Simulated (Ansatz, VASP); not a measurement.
# Al in VASP and in Ansatz

```
CELL_PARAMETERS angstrom
0.00000 2.02055 2.02055
2.02055 0.00000 2.02055
2.02055 2.02055 0.00000
ATOMIC_POSITIONS crystal
Al 0.00000 0.00000 0.00000
```

Alike in both runs: functional PBE; k mesh 18 × 18 × 18; occupations fermi-dirac, width 0.08 eV; no spin polarisation.

Ansatz relaxed the structure, and its values are those at the end. VASP's run is a single point on that final structure, the one shown.

|  | VASP | Ansatz |
| --- | --- | --- |
| version | VASP 6.6.1 | Ansatz 0.2.0 |
| potentials or method | VASP PAW PBE potentials, release 64 (Al) | PAW with Ansatz's default frozen-core files, scalar-relativistic |
| plane-wave cutoff (eV) | 520 | 420 |
| valence electrons in the cell | 3 | 3 |

```csv
,VASP,Ansatz,Ansatz less VASP
pressure (GPa),0.0,0.0,+0.04
```

With one functional, cell and mesh, what is left measures potentials, basis and numerics.
